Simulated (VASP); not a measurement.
Runs of VASP 6.6.1 on Mg. The structure is that of space group Im-3m (No. 229), or close to it. The cells are those of the table. 

```tsv
task	cell	gap on the mesh (eV)	pressure (GPa)
relaxation of cell and atoms	relaxed to 20 GPa from a = 2.557 Å, angles 109.5°, 1 atom	none	20.2
relaxation of cell and atoms	relaxed to 40 GPa from a = 2.557 Å, angles 109.5°, 1 atom	none	40.0
single point	a = 3.037 Å, angles 109.5°, 1 atom	none	(a)
relaxation of cell and atoms	relaxed to 60 GPa from a = 2.557 Å, angles 109.5°, 1 atom	none	60.0
single point	a = 2.628 Å, angles 109.5°, 1 atom	none	39.8
relaxation of cell and atoms	relaxed from a = 2.557 Å, angles 109.5°, 1 atom	none	-0.1
single point	a = 2.758 Å, angles 109.5°, 1 atom	none	19.6
single point	a = 2.541 Å, angles 109.5°, 1 atom	none	60.1
```

Alike in all rows: level LDA; potentials or basis VASP PAW LDA potentials, release 64 (Mg); no spin polarisation; k mesh 8 × 8 × 8; cutoff (eV) 600; smearing gaussian 0.05 eV.

Question: Fill in the values left out.

Answer: (a) -0.4.

Caveats: some runs use coarse meshes; the cell is relaxed towards a set pressure, so the enthalpy falls and the energy may rise (some runs).

A gap of «none» marks levels without a gap at the run's occupations.
